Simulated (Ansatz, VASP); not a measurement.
## One calculation of BN, two programs

```
B N
1.0
     2.50245    0.00000    0.00000
    -1.25123    2.16719    0.00000
     0.00000    0.00000    4.21247
B N
2 2
Direct
  0.33333 0.66667 0.99981
  0.66667 0.33333 0.49981
  0.33333 0.66667 0.37419
  0.66667 0.33333 0.87419
```

Change from the starting cell: strained cell.

Alike in both runs: task relaxation of the atoms; functional PBEsol; k mesh 9 × 9 × 6; occupations gaussian, width 0.02 eV; no spin polarisation.

|  | VASP | Ansatz |
| --- | --- | --- |
| version | VASP 6.6.1 | Ansatz 0.2.0 |
| potentials or method | VASP PAW PBE potentials, release 64 (B, N), cutoff 520 eV | scalar-relativistic, plane waves, PAW |
| valence electrons in the cell | 16 | 16 |

Ansatz gave:

| Item | Value |
| --- | --- |
| gap on the k mesh at the Fermi level, each at its own relaxed structure (eV) | 4.80 |

What did VASP give for the same quantities?

gap on the k mesh at the Fermi level, each at its own relaxed structure (eV): 4.78.

VASP's potentials were made for PBE, not for PBEsol, and Ansatz warns of the same on its side. Ansatz's warnings: stress scf threshold loose.
